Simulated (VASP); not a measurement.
# KTaO3 (Pm-3m) in VASP: a series of runs

KTaO3 is run at these levels: LDA, PBE, PBEsol; tasks: single point.

Everything below comes from runs of VASP 6.6.1. Logs are shortened: lines on timing, memory, paths and dates and some standing lists are left out, and cuts for length are marked.

## (1) The cell of the first run

The structure is cubic, space group Pm-3m (No. 221). Conventional cell: a = 3.952 Å, b = 3.952 Å, c = 3.952 Å, α = 90.00°, β = 90.00°, γ = 90.00°. K (site symmetry m-3m) has 12 O at 2.79 Å and 8 Ta at 3.42 Å within 3.7 Å. Ta (site symmetry m-3m) has 6 O at 1.98 Å within 2.6 Å. O (site symmetry 4/mmm) has 2 Ta at 1.98 Å within 2.6 Å.

## (2) Single point, LDA

INCAR

```
  PREC = Accurate
  ENCUT = 520
  EDIFF = 1E-6
  ISMEAR = -1
  SIGMA = 0.02
  LREAL = False
  LASPH = True
  NELM = 100
  ALGO = Normal
  ISIF = 2
  LWAVE = False
  LCHARG = True
  GGA = CA
  LELF = True
  LVHAR = True
  NBANDS = 27
```

KPOINTS

```
Automatic mesh
0
Gamma
  6 6 6
```

POSCAR

```
KTaO3
1.0
    3.9520040994      0.0000000000      0.0000000000
    0.0000000000      3.9520040994      0.0000000000
    0.0000000000      0.0000000000      3.9520040994
K Ta O
1 1 3
Direct
    0.0000000000      0.0000000000      0.0000000000
    0.5000000000      0.5000000000      0.5000000000
    0.5000000000      0.5000000000      0.0000000000
    0.5000000000      0.0000000000      0.5000000000
    0.0000000000      0.5000000000      0.5000000000
```

Potentials or basis: VASP PAW LDA potentials, release 64 (K_sv, Ta_pv, O).

Run with:

```sh
$ cat potpaw_LDA.64/K_sv/POTCAR potpaw_LDA.64/Ta_pv/POTCAR potpaw_LDA.64/O/POTCAR > POTCAR
$ mpirun -np 1 vasp_std > vasp.out
```

OUTCAR:

```text
PREC = Accurate
   ENCUT = 520
   EDIFF = 1E-6
   ISMEAR = -1
   LREAL = False
   LASPH = True
   NELM = 100
   ISIF = 2
   GGA = CA

 ion  position               nearest neighbor table
   1  0.000  0.000  0.000-   3 2.79   4 2.79   5 2.79   4 2.79   5 2.79   3 2.79   5 2.79   5 2.79
                             3 2.79   4 2.79   4 2.79   3 2.79   2 3.42   2 3.42   2 3.42   2 3.42
   2  0.500  0.500  0.500-   3 1.98   4 1.98   5 1.98   3 1.98   4 1.98   5 1.98   1 3.42   1 3.42
                             1 3.42   1 3.42   1 3.42   1 3.42   1 3.42   1 3.42
   3  0.500  0.500  0.000-   2 1.98   2 1.98   1 2.79   1 2.79   1 2.79   1 2.79
   4  0.500  0.000  0.500-   2 1.98   2 1.98   1 2.79   1 2.79   1 2.79   1 2.79
   5  0.000  0.500  0.500-   2 1.98   2 1.98   1 2.79   1 2.79   1 2.79   1 2.79

  LATTYP: Found a simple cubic cell.
 ALAT       =     3.9520040994

  Lattice vectors:

 A1 = (   3.9520040994,   0.0000000000,   0.0000000000)
 A2 = (   0.0000000000,   3.9520040994,   0.0000000000)
 A3 = (   0.0000000000,   0.0000000000,   3.9520040994)

Analysis of symmetry for initial positions (statically):
=====================================================================
 Subroutine PRICEL returns:
 Original cell was already a primitive cell.

 Routine SETGRP: Setting up the symmetry group for a
 simple cubic supercell.

 Subroutine GETGRP returns: Found 48 space group operations
 (whereof 48 operations were pure point group operations)
 out of a pool of 48 trial point group operations.

The static configuration has the point symmetry O_h .

Analysis of symmetry for dynamics (positions and initial velocities):
=====================================================================
 Subroutine PRICEL returns:
 Original cell was already a primitive cell.

 Routine SETGRP: Setting up the symmetry group for a
 simple cubic supercell.

 Subroutine GETGRP returns: Found 48 space group operations
 (whereof 48 operations were pure point group operations)
 out of a pool of 48 trial point group operations.

The dynamic configuration has the point symmetry O_h .

 Subroutine INISYM returns: Found 48 space group operations
 (whereof 48 operations are pure point group operations),
 and found     1 'primitive' translations

----------------------------------------------------------------------------------------

                                     Primitive cell

  volume of cell :      61.7237

  direct lattice vectors                    reciprocal lattice vectors
     3.952004099  0.000000000  0.000000000     0.253036175  0.000000000  0.000000000
     0.000000000  3.952004099  0.000000000     0.000000000  0.253036175  0.000000000
     0.000000000  0.000000000  3.952004099     0.000000000  0.000000000  0.253036175

  length of vectors
     3.952004099  3.952004099  3.952004099     0.253036175  0.253036175  0.253036175

  position of ions in fractional coordinates (direct lattice)
     0.000000000  0.000000000  0.000000000
     0.500000000  0.500000000  0.500000000
     0.500000000  0.500000000  0.000000000
     0.500000000  0.000000000  0.500000000
     0.000000000  0.500000000  0.500000000

  ion indices of the primitive-cell ions
   primitive index   ion index
                 1           1
                 2           2
                 3           3
                 4           4
                 5           5

----------------------------------------------------------------------------------------

 KPOINTS: Automatic mesh

Automatic generation of k-mesh.
 Grid dimensions read from file:
 generate k-points for:    6    6    6

 Generating k-lattice:

  Cartesian coordinates                     Fractional coordinates (reciprocal lattice)
     0.042172696  0.000000000  0.000000000     0.166666667  0.000000000  0.000000000
     0.000000000  0.042172696  0.000000000     0.000000000  0.166666667  0.000000000
     0.000000000  0.000000000  0.042172696     0.000000000  0.000000000  0.166666667

  Length of vectors
     0.042172696  0.042172696  0.042172696

  Shift w.r.t. Gamma in fractional coordinates (k-lattice)
     0.000000000  0.000000000  0.000000000

 Subroutine IBZKPT returns following result:
 ===========================================

 Found     20 irreducible k-points:

 Following reciprocal coordinates:
            Coordinates               Weight
  0.000000  0.000000  0.000000      1.000000
  0.166667  0.000000  0.000000      6.000000
  0.333333  0.000000  0.000000      6.000000
  0.500000  0.000000  0.000000      3.000000
  0.166667  0.166667  0.000000     12.000000
  0.333333  0.166667  0.000000     24.000000
[... 12 lines left out ...]
  0.500000  0.500000  0.333333      6.000000
  0.500000  0.500000  0.500000      1.000000
   k-points           NKPTS =     20   k-points in BZ     NKDIM =     20   number of bands    NBANDS=     27
   number of dos      NEDOS =    301   number of ions     NIONS =      5
   total plane-waves  NPLWV =  27000
   dimension x,y,z NGX =    30 NGY =   30 NGZ =   30
   dimension x,y,z NGXF=    60 NGYF=   60 NGZF=   60
   ions per type =               1   1   3
   NGX,Y,Z   is equivalent  to a cutoff of  12.62, 12.62, 12.62 a.u.
   NGXF,Y,Z  is equivalent  to a cutoff of  25.24, 25.24, 25.24 a.u.
 SYSTEM =  unknown system
   PREC   = accura    normal or accurate (medium, high low for compatibility)
   ISTART =      0    job   : 0-new  1-cont  2-samecut
   ICHARG =      2    charge: 1-file 2-atom 10-const
   ISPIN  =      1    spin polarized calculation?
   LNONCOLLINEAR =      F non collinear calculations
   LSORBIT =      F    spin-orbit coupling
   LASPH  =      T    aspherical Exc in radial PAW
   ENCUT  =  520.0 eV  38.22 Ry    6.18 a.u.   7.35  7.35  7.35*2*pi/ulx,y,z
   NELM   =    100;   NELMIN=  2; NELMDL= -5     # of ELM steps
   EDIFF  = 0.1E-05   stopping-criterion for ELM
   LREAL  =      F    real-space projection
   EDIFFG = 0.1E-04   stopping-criterion for IOM
   NSW    =      0    number of steps for IOM
   IBRION =     -1    ionic relax: 0-MD 1-quasi-New 2-CG
   NFREE  =      0    steps in history (QN), initial steepest desc. (CG)
   ISIF   =      2    stress and relaxation
   ISYM   =      2    0-nonsym 1-usesym 2-fastsym
   POTIM  = 0.5000    time-step for ionic-motion
   TEBEG  =    0.0;   TEEND  =   0.0 temperature during run
   PSTRESS=    0.0 pullay stress
   NELECT =      38.0000    total number of electrons
   NUPDOWN=      -1.0000    fix difference up-down
   EMIN   =  10.00;   EMAX   =-10.00  energy-range for DOS
   EFERMI =   0.00;   METHOD = LEGACY
   ISMEAR =    -1;   SIGMA  =   0.02  broadening in eV -4-tet -1-fermi 0-gaus
   EFERMI_NEDOS =   21; number of points for ismear=-14 and -15
   IALGO  =     38    algorithm
   IMIX   =      4    mixing-type and parameters
     AMIX     =   0.40;   BMIX     =  1.00
     AMIX_MAG =   1.60;   BMIX_MAG =  1.00
  volume/ion in A,a.u.               =      12.34        83.31
  Fermi-wavevector in a.u.,A,eV,Ry     =   1.392682  2.631787 26.389361  1.939563
  Thomas-Fermi vector in A             =   2.516401
   LORBIT       =      0    0 simple, 1 ext, 2 COOP (PROOUT), +10 PAW based schemes
   GGA     = CA    functional components
   LHFCALC =     F    Hartree Fock is set to
   AEXX    =    0.0000 exact exchange contribution
   IVDW    =     0    specifies the selected vdW correction
   LEPSILON=     F    determine dielectric tensor
   LRPA    =     F    only Hartree local field effects (RPA)
 non-spin polarized calculation
  energy-cutoff  :      520.00
  volume of cell :       61.72
 maximum number of plane-waves:      1675
 NGX is ok and might be reduce to    30
   NGX = 15   NGY = 15   NGZ = 15

 number of electron      37.9999983 magnetization

 Free energy of the ion-electron system (eV)
  ---------------------------------------------------
  ext. energy  EPLUGINS =         0.00000000
  ---------------------------------------------------
  free energy    TOTEN  =       -45.05574095 eV

  energy without entropy =      -45.05574095  energy(sigma->0) =      -45.05574095

 E-fermi :   2.1861     XC(G=0): -11.5704

 val. band max:        1.7177970504   @ k =   0.5000   0.5000   0.5000
 cond. band min:       3.7917879023   @ k =   0.0000   0.0000   0.0000
 fundamental gap:      2.0739908519
 Fermi energy:         2.1860637705

 k-point     1 :       0.0000    0.0000    0.0000
  band No.  band energies     occupation
      1     -32.0780      2.00000
      2     -32.0780      2.00000
      3     -32.0780      2.00000
      4     -25.1379      2.00000
      5     -15.6410      2.00000
      6     -14.8951      2.00000
[... 19 lines left out ...]
     26       9.4768      0.00000
     27       9.4768      0.00000

 k-point     2 :       0.1667    0.0000    0.0000
  band No.  band energies     occupation
      1     -32.1043      2.00000
      2     -32.0769      2.00000
      3     -32.0769      2.00000
      4     -25.1287      2.00000
      5     -15.5719      2.00000
      6     -14.8886      2.00000
[... 19 lines left out ...]
     26       9.8401      0.00000
     27      10.0803      0.00000

 k-point     3 :       0.3333    0.0000    0.0000
  band No.  band energies     occupation
      1     -32.1563      2.00000
      2     -32.0748      2.00000
      3     -32.0748      2.00000
      4     -25.1103      2.00000
      5     -15.5442      2.00000
      6     -14.8747      2.00000
[... 19 lines left out ...]
     26      10.6171      0.00000
     27      11.8251      0.00000

 k-point     4 :       0.5000    0.0000    0.0000
  band No.  band energies     occupation
      1     -32.1820      2.00000
      2     -32.0738      2.00000
      3     -32.0738      2.00000
      4     -25.1012      2.00000
      5     -15.5566      2.00000
      6     -14.8676      2.00000
[... 19 lines left out ...]
     26      11.0354      0.00000
     27      12.0467      0.00000
[... 396 lines left out ...]
      4     -25.0737      2.00000
      5     -14.3387      2.00000
      6     -14.1245      2.00000
[... 19 lines left out ...]
     26      12.8878      0.00000
     27      13.2608      0.00000

 k-point    19 :       0.5000    0.5000    0.3333
  band No.  band energies     occupation
      1     -32.1726      2.00000
      2     -32.1726      2.00000
      3     -32.1462      2.00000
      4     -25.0689      2.00000
      5     -14.2075      2.00000
      6     -13.8608      2.00000
[... 19 lines left out ...]
     26      12.6939      0.00000
     27      13.2810      0.00000

 k-point    20 :       0.5000    0.5000    0.5000
  band No.  band energies     occupation
      1     -32.1713      2.00000
      2     -32.1713      2.00000
      3     -32.1713      2.00000
      4     -25.0640      2.00000
      5     -13.8324      2.00000
      6     -13.8324      2.00000
[... 19 lines left out ...]
     26      12.3738      0.00000
     27      13.8942      0.00000

------------------------ aborting loop because EDIFF is reached ----------------------------------------

  FORCE on cell =-STRESS in cart. coord.  units (eV):
  Direction    XX          YY          ZZ          XY          YZ          ZX
  --------------------------------------------------------------------------------------
  -------------------------------------------------------------------------------------
  Total        0.5235346      0.5235346      0.5235346      0.0000000     -0.0000000      0.0000000
  in kB       13.5895115     13.5895115     13.5895115      0.0000000     -0.0000000      0.0000000
  external PRESSURE =      13.5895115 kB  Pullay stress =       0.0000000 kB

 VOLUME and BASIS-vectors are now :
 -----------------------------------------------------------------------------
  energy-cutoff  :      520.00
  volume of cell :       61.72
      direct lattice vectors                 reciprocal lattice vectors
     3.952004099  0.000000000  0.000000000     0.253036175  0.000000000  0.000000000
     0.000000000  3.952004099  0.000000000     0.000000000  0.253036175  0.000000000
     0.000000000  0.000000000  3.952004099     0.000000000  0.000000000  0.253036175

 POSITION                                       TOTAL-FORCE (eV/Angst)
 -----------------------------------------------------------------------------------
      0.00000      0.00000      0.00000         0.000000      0.000000      0.000000
      1.97600      1.97600      1.97600         0.000000      0.000000      0.000000
      1.97600      1.97600      0.00000         0.000000      0.000000      0.000000
      1.97600      0.00000      1.97600         0.000000      0.000000      0.000000
      0.00000      1.97600      1.97600         0.000000      0.000000      0.000000
 -----------------------------------------------------------------------------------
    total drift:                                0.000000      0.000000     -0.000000

  FREE ENERGIE OF THE ION-ELECTRON SYSTEM (eV)
  ---------------------------------------------------
  free  energy   TOTEN  =       -45.0557409523 eV

  energy  without entropy=      -45.0557409523  energy(sigma->0) =      -45.05574095
```

It took 55 s on 1 thread of AMD EPYC 7R43 (Zen 3), shared host; peak memory 0.13 GiB.

Results:

```
Free energy            : -45.0557 eV
Pressure               : 1.4 GPa
Band gap on the k mesh : 2.07 eV, indirect (least direct gap 2.69 eV)
```

Caveat: spin-orbit coupling is left out, which moves the levels of the heavy elements.

(Part 1 of 2 ends here.)
